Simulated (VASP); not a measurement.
# Hf2TaN4 (Fd-3m) in VASP: single point with PBE

Aim: the single point of Hf2TaN4 with PBE.

Program: VASP 6.6.1. These are calculated values, not measurements. Logs are shortened: lines on timing, memory, paths and dates and some standing lists are left out, and cuts for length are marked.

## 1. The cell of the first run

It takes space group Fd-3m (No. 227, cubic). The conventional cell has a = 8.978 Å, b = 8.978 Å, c = 8.978 Å, α = 90.00°, β = 90.00°, γ = 90.00°. Hf (site symmetry -3m) has 6 N at 2.22 Å within 2.9 Å. Ta (site symmetry -43m) has 4 N at 1.99 Å within 2.6 Å. N (site symmetry 3m) has 1 Ta at 1.99 Å and 3 Hf at 2.22 Å within 2.6 Å.

## 2. Single point, PBE

INCAR

```
SYSTEM = Hf2TaN4
ALGO     = Normal         ! electronic algorithm
EDIFF    = 1E-6           ! SCF threshold, eV
ENCUT    = 520            ! plane-wave cutoff, eV
GGA      = PE             ! functional
ISIF     = 2              ! what is computed and relaxed
ISMEAR   = 0              ! smearing method
LASPH    = .True.         ! aspherical terms in the spheres
LCHARG   = .False.        ! write CHGCAR
LREAL    = .False.        ! projectors in reciprocal space
LWAVE    = .False.        ! write WAVECAR
NBANDS   = 64             ! bands
NELM     = 80             ! most SCF steps
PREC     = Accurate       ! precision mode
SIGMA    = 0.15           ! smearing width, eV
```

KPOINTS

```
k-points
0
Gamma
  3 3 3
  0 0 0
```

POSCAR

```
Hf2TaN4
1.0
    0.0000000000      4.4891334485      4.4891334485
    4.4891334485      0.0000000000      4.4891334485
    4.4891334485      4.4891334485      0.0000000000
Hf Ta N
4 2 8
Direct
    0.1250000000      0.6250000000      0.1250000000
    0.6250000000      0.1250000000      0.1250000000
    0.1250000000      0.1250000000      0.6250000000
    0.1250000000      0.1250000000      0.1250000000
    0.5000000000      0.5000000000      0.5000000000
    0.7500000000      0.7500000000      0.7500000000
    0.8838649515      0.3720450162      0.3720450162
    0.3720450162      0.8838649515      0.3720450162
    0.3720450162      0.3720450162      0.8838649515
    0.3720450162      0.3720450162      0.3720450162
    0.8779549838      0.3661350485      0.8779549838
    0.3661350485      0.8779549838      0.8779549838
    0.8779549838      0.8779549838      0.3661350485
    0.8779549838      0.8779549838      0.8779549838
```

Potentials or basis: VASP PAW PBE potentials, release 64 (Hf_pv, Ta_pv, N).

Started as:

```sh
$ cat potpaw_PBE.64/Hf_pv/POTCAR potpaw_PBE.64/Ta_pv/POTCAR potpaw_PBE.64/N/POTCAR > POTCAR
$ mpirun -np 1 vasp_std > vasp.out
```

OUTCAR:

```text
SYSTEM = Hf2TaN4
   EDIFF = 1E-6
   ENCUT = 520
   GGA = PE
   ISIF = 2
   ISMEAR = 0
   LASPH = .True.
   LREAL = .False.
   NELM = 80
   PREC = Accurate

 ion  position               nearest neighbor table
   1  0.125  0.625  0.125-   7 2.22   9 2.22  12 2.22  13 2.22  10 2.22  14 2.22   4 3.17   3 3.17
                             2 3.17   3 3.17   4 3.17   2 3.17   6 3.72   5 3.72   6 3.72   5 3.72
   2  0.625  0.125  0.125-   8 2.22   9 2.22  11 2.22  13 2.22  10 2.22  14 2.22   4 3.17   3 3.17
                             1 3.17   1 3.17   3 3.17   4 3.17   5 3.72   6 3.72   5 3.72   6 3.72
   3  0.125  0.125  0.625-   7 2.22   8 2.22  11 2.22  12 2.22  10 2.22  14 2.22   4 3.17   1 3.17
                             2 3.17   4 3.17   1 3.17   2 3.17   6 3.72   5 3.72   6 3.72   5 3.72
   4  0.125  0.125  0.125-   7 2.22   8 2.22   9 2.22  11 2.22  12 2.22  13 2.22   1 3.17   2 3.17
                             3 3.17   3 3.17   1 3.17   2 3.17   6 3.72   5 3.72   6 3.72   5 3.72
   5  0.500  0.500  0.500-  10 1.99   8 1.99   9 1.99   7 1.99   1 3.72   2 3.72   1 3.72   3 3.72
                             2 3.72   3 3.72   4 3.72   4 3.72   4 3.72   2 3.72   3 3.72   1 3.72
   6  0.750  0.750  0.750-  14 1.99  12 1.99  13 1.99  11 1.99   1 3.72   2 3.72   2 3.72   3 3.72
                             1 3.72   3 3.72   4 3.72   4 3.72   4 3.72   2 3.72   3 3.72   1 3.72
   7  0.884  0.372  0.372-   5 1.99   3 2.22   1 2.22   4 2.22
   8  0.372  0.884  0.372-   5 1.99   3 2.22   2 2.22   4 2.22
   9  0.372  0.372  0.884-   5 1.99   2 2.22   1 2.22   4 2.22
  10  0.372  0.372  0.372-   5 1.99   3 2.22   1 2.22   2 2.22
  11  0.878  0.366  0.878-   6 1.99   3 2.22   2 2.22   4 2.22
  12  0.366  0.878  0.878-   6 1.99   3 2.22   1 2.22   4 2.22
  13  0.878  0.878  0.366-   6 1.99   2 2.22   1 2.22   4 2.22
  14  0.878  0.878  0.878-   6 1.99   3 2.22   1 2.22   2 2.22

  LATTYP: Found a face centered cubic cell.
 ALAT       =     8.9782668970

  Lattice vectors:

 A1 = (   0.0000000000,   4.4891334485,   4.4891334485)
 A2 = (   4.4891334485,   0.0000000000,   4.4891334485)
 A3 = (   4.4891334485,   4.4891334485,   0.0000000000)

Analysis of symmetry for initial positions (statically):
=====================================================================
 Subroutine PRICEL returns:
 Original cell was already a primitive cell.

 Routine SETGRP: Setting up the symmetry group for a
 face centered cubic supercell.

 Subroutine GETGRP returns: Found 48 space group operations
 (whereof 24 operations were pure point group operations)
 out of a pool of 48 trial point group operations.

The static configuration has the point symmetry T_d .
 The point group associated with its full space group is O_h .

Analysis of symmetry for dynamics (positions and initial velocities):
=====================================================================
[... 136 lines left out ...]
  Fermi-wavevector in a.u.,A,eV,Ry     =   1.352391  2.555649 24.884542  1.828962
  Thomas-Fermi vector in A             =   2.479734
   LORBIT       =      0    0 simple, 1 ext, 2 COOP (PROOUT), +10 PAW based schemes
   GGA     = PE    functional components
   LHFCALC =     F    Hartree Fock is set to
   AEXX    =    0.0000 exact exchange contribution
   IVDW    =     0    specifies the selected vdW correction
   LEPSILON=     F    determine dielectric tensor
   LRPA    =     F    only Hartree local field effects (RPA)
 non-spin polarized calculation
 Gauss-broadening in eV      SIGMA  =   0.15
  energy-cutoff  :      520.00
  volume of cell :      180.93
 maximum number of plane-waves:      4909
   NGX = 23   NGY = 23   NGZ = 23

 number of electron     101.9999989 magnetization

 Free energy of the ion-electron system (eV)
  ---------------------------------------------------
  ext. energy  EPLUGINS =         0.00000000
  ---------------------------------------------------
  free energy    TOTEN  =      -149.54356952 eV

  energy without entropy =     -149.43657486  energy(sigma->0) =     -149.49007219

 E-fermi :   6.1994     XC(G=0): -11.5913

 val. band max:        6.1523306916   @ k =   0.3333   0.0000   0.0000
 cond. band min:       6.2118427022   @ k =  -0.3333   0.3333   0.0000
 fundamental gap:      0.0595120106
 Fermi energy:         6.1993598330

 k-point     1 :       0.0000    0.0000    0.0000
  band No.  band energies     occupation
      1     -29.8565      2.00000
      2     -29.8565      2.00000
      3     -29.8565      2.00000
      4     -29.8432      2.00000
      5     -29.8432      2.00000
      6     -29.8432      2.00000
[... 253 lines left out ...]
     62       8.8720      0.00000
     63       9.3264      0.00000
 [bands above 63 left out]

------------------------ aborting loop because EDIFF is reached ----------------------------------------

  FORCE on cell =-STRESS in cart. coord.  units (eV):
  Direction    XX          YY          ZZ          XY          YZ          ZX
  --------------------------------------------------------------------------------------
  -------------------------------------------------------------------------------------
  Total       -1.2733559     -1.2733559     -1.2733559     -0.0000000      0.0000000      0.0000000
  in kB      -11.2756824    -11.2756824    -11.2756824     -0.0000000      0.0000000      0.0000000
  external PRESSURE =     -11.2756824 kB  Pullay stress =       0.0000000 kB

 VOLUME and BASIS-vectors are now :
 -----------------------------------------------------------------------------
  energy-cutoff  :      520.00
  volume of cell :      180.93
      direct lattice vectors                 reciprocal lattice vectors
     0.000000000  4.489133448  4.489133448    -0.111380071  0.111380071  0.111380071
     4.489133448  0.000000000  4.489133448     0.111380071 -0.111380071  0.111380071
     4.489133448  4.489133448  0.000000000     0.111380071  0.111380071 -0.111380071

 POSITION                                       TOTAL-FORCE (eV/Angst)
 -----------------------------------------------------------------------------------
      3.36685      1.12228      3.36685         0.000000      0.000000      0.000000
      1.12228      3.36685      3.36685         0.000000      0.000000      0.000000
      3.36685      3.36685      1.12228         0.000000      0.000000      0.000000
      1.12228      1.12228      1.12228         0.000000      0.000000      0.000000
      4.48913      4.48913      4.48913         0.000000      0.000000      0.000000
      6.73370      6.73370      6.73370         0.000000      0.000000      0.000000
      3.34032      5.63795      5.63795        -0.106974      0.106974      0.106974
      5.63795      3.34032      5.63795         0.106974     -0.106974      0.106974
      5.63795      5.63795      3.34032         0.106974      0.106974     -0.106974
      3.34032      3.34032      3.34032        -0.106974     -0.106974     -0.106974
      5.58489      7.88251      5.58489        -0.106974      0.106974     -0.106974
      7.88251      5.58489      5.58489         0.106974     -0.106974     -0.106974
      5.58489      5.58489      7.88251        -0.106974     -0.106974      0.106974
      7.88251      7.88251      7.88251         0.106974      0.106974      0.106974
 -----------------------------------------------------------------------------------
    total drift:                                0.000000      0.000000      0.000000

  FREE ENERGIE OF THE ION-ELECTRON SYSTEM (eV)
  ---------------------------------------------------
  free  energy   TOTEN  =      -149.5435695200 eV

  energy  without entropy=     -149.4365748622  energy(sigma->0) =     -149.49007219
```

OSZICAR:

```text
N       E                     dE             d eps       ncg     rms          rms(c)
DAV:   1     0.734538296997E+03    0.73454E+03   -0.56108E+04   512   0.159E+03
DAV:   2    -0.123751431540E+03   -0.85829E+03   -0.82519E+03   632   0.433E+02
DAV:   3    -0.178311826430E+03   -0.54560E+02   -0.54012E+02   592   0.981E+01
DAV:   4    -0.179696592913E+03   -0.13848E+01   -0.13710E+01   640   0.156E+01
DAV:   5    -0.179725260591E+03   -0.28668E-01   -0.28612E-01   600   0.213E+00    0.115E+02
DAV:   6    -0.150023290574E+03    0.29702E+02   -0.18296E+02   664   0.442E+01    0.840E+01
DAV:   7    -0.149897253746E+03    0.12604E+00   -0.15104E+01   648   0.147E+01    0.561E+01
DAV:   8    -0.149898352887E+03   -0.10991E-02   -0.40239E+00   648   0.833E+00    0.216E+01
DAV:   9    -0.149544062484E+03    0.35429E+00   -0.10672E+00   640   0.407E+00    0.169E+00
DAV:  10    -0.149548714671E+03   -0.46522E-02   -0.16478E-01   640   0.126E+00    0.275E+00
DAV:  11    -0.149543555970E+03    0.51587E-02   -0.24286E-02   600   0.505E-01    0.340E-01
DAV:  12    -0.149543595780E+03   -0.39810E-04   -0.13590E-03   648   0.144E-01    0.848E-02
DAV:  13    -0.149543568022E+03    0.27758E-04   -0.10418E-04   600   0.391E-02    0.395E-02
DAV:  14    -0.149543569366E+03   -0.13438E-05   -0.17625E-05   632   0.177E-02    0.450E-02
DAV:  15    -0.149543569520E+03   -0.15418E-06   -0.30931E-06   480   0.753E-03
   1 F= -.14954357E+03 E0= -.14949007E+03  d E =-.106995E+00
```

stdout:

```text
POSCAR found type information on POSCAR HfTaN
 POSCAR found :  3 types and      14 ions
 scaLAPACK will be used
 LDA part: xc-table for (Slater+PW92), standard interpolation
 POSCAR, INCAR and KPOINTS ok, starting setup
 FFT: planning ... GRIDC
 FFT: planning ... GRID_SOFT
 FFT: planning ... GRID
 WAVECAR not read
 entering main loop
```

Run time: 2 min. Hardware: 1 thread of Intel Xeon 8259CL, shared host; peak memory 0.34 GiB.

Results:

* Free energy: -149.5436 eV
* Pressure: -1.1 GPa
* Largest force: 0.185 eV/Å
* Band gap on the k mesh: zero (bands 51 and 52 overlap by 1.44 eV)

Forces on the atoms (eV/Å):
```
Hf   0.000  0.000  0.000
Hf   0.000  0.000  0.000
Hf   0.000  0.000  0.000
Hf   0.000  0.000  0.000
Ta   0.000  0.000  0.000
Ta   0.000  0.000  0.000
N   -0.107  0.107  0.107
N    0.107 -0.107  0.107
N    0.107  0.107 -0.107
N   -0.107 -0.107 -0.107
N   -0.107  0.107 -0.107
N    0.107 -0.107 -0.107
N   -0.107 -0.107  0.107
N    0.107  0.107  0.107
```

Levels at points of the mesh, in eV from the Fermi level:
```csv
k point,band 48,band 49,band 50,band 51,band 52,band 53,band 54,band 55
"(0.00, 0.00, 0.00)",-2.21,-2.21,-2.21,-1.43,-1.43,0.16,1.50,1.50
```

Caveat: the k points lie up to 0.40 Å⁻¹ apart, too coarse for converged energies and pressures of a metal; spin-orbit coupling is left out, which moves the levels of the heavy elements.

The gap in the log of VASP goes by the Fermi energy; the results here count the filled bands.